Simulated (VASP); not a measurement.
Crystal: Si.

```xyz
1
Lattice="0.0000 1.6501 1.6501 1.6501 0.0000 1.6501 1.6501 1.6501 0.0000" Properties=species:S:1:pos:R:3 pbc="T T T"
Si    0.0000    0.0000    0.0000
```

This isn't the form of Si at room conditions, which is diamond.

```yaml
Program: VASP 6.6.1
Task: relaxation of cell and atoms
Functional: PBE
Potentials_or_basis: VASP PAW PBE potentials, release 64 (Si)
Cutoff: 500 eV
k_mesh: 10 × 10 × 10
Occupations: gaussian, width 0.1 eV
Spin: no spin polarisation
```

At the start: pressure 110.0 GPa; volume 8.99 Å³/atom.

Q: How do energy, volume and symmetry change on relaxing?

A: Over 3 steps the energy falls by 1239.0 meV/atom and the volume is 14.33 Å³/atom (+59.5 %); space group Fm-3m (No. 225, to 0.1 Å) before and after.

Step by step:
```tsv
step	energy change (eV)	largest force (eV/Å)	pressure (GPa)	volume (Å³)
1	0.0000	0.0000	110.00	8.99
2	-0.9540	0.0000	-13.86	19.63
3	-1.2390	0.0000	0.37	14.33
```

Final structure:
```
CELL_PARAMETERS angstrom
0.00000 1.92774 1.92774
1.92774 0.00000 1.92774
1.92774 1.92774 0.00000
ATOMIC_POSITIONS crystal
Si 0.00000 0.00000 0.00000
```

Caveat: the volume moved by over 15 % at a fixed basis, so the end points are rough.
